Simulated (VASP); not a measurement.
**Al: single point with PBEsol**

The system is Al.

```xyz
2
Lattice="0.0000 -2.0240 -2.0240 -2.0240 0.0000 -2.0240 2.0240 2.0240 -4.0480" Properties=species:S:1:pos:R:3 pbc="T T T"
Al   -0.0649   -0.0649   -3.9830
Al    0.0649    0.0649   -0.0650
```

This cell differs from its parent crystal: atoms displaced along a vibrational mode.

```json
{
  "Program": "VASP 6.6.1",
  "Task": "single point",
  "Functional": "PBEsol",
  "Potentials or basis": "VASP PAW PBE potentials, release 64 (Al)",
  "Cutoff": "500 eV",
  "k mesh": "18 × 18 × 20",
  "Occupations": "gaussian, width 0.15 eV",
  "Spin": "no spin polarisation"
}
```

| Quantity | Value |
| --- | --- |
| Pressure | 0.1 GPa |
| Largest force | 1.143 eV/Å |
| Band gap on the k mesh | zero (bands 3 and 4 overlap by 5.70 eV) |

Forces in eV/Å, atoms in the order of the input:
```
Al   0.660  0.660 -0.660
Al  -0.660 -0.660  0.660
```

Stress tensor (GPa, compression positive):
```
 0.15  0.41 -0.38
 0.41  0.15 -0.38
-0.38 -0.38  0.07
```

Levels at points of the mesh, in eV from the Fermi level:
| k point | band 1 | band 2 | band 3 | band 4 | band 5 | band 6 | band 7 |
| --- | --- | --- | --- | --- | --- | --- | --- |
| (0.00, 0.00, 0.00) | -11.16 | -4.46 | -4.35 | 10.97 | 10.97 | 11.24 | 11.24 |
| (0.50, 0.00, 0.00) | -5.16 | -5.06 | -0.78 | -0.53 | 3.54 | 3.80 | 6.33 |
| (0.50, 0.50, 0.00) | -4.70 | -4.58 | -2.67 | -1.48 | 5.21 | 5.44 | 5.61 |
| (0.00, 0.00, 0.50) | -9.99 | -8.81 | 3.17 | 3.74 | 10.53 | 10.53 | 10.88 |
| (0.50, 0.00, 0.50) | -4.70 | -4.58 | -2.67 | -1.48 | 5.21 | 5.44 | 5.61 |
| (0.50, 0.50, 0.50) | -5.16 | -5.06 | -0.78 | -0.53 | 3.54 | 3.80 | 6.33 |

Run time: 8.1 min on 1 thread of Oxide Virtual Turin-like Processor, on a shared host, peak memory 0.48 GiB.

Caveat: the cell differs from its parent crystal (atoms displaced along a vibrational mode); the PAW data sets were made with another functional, which shifts forces and pressure a little.
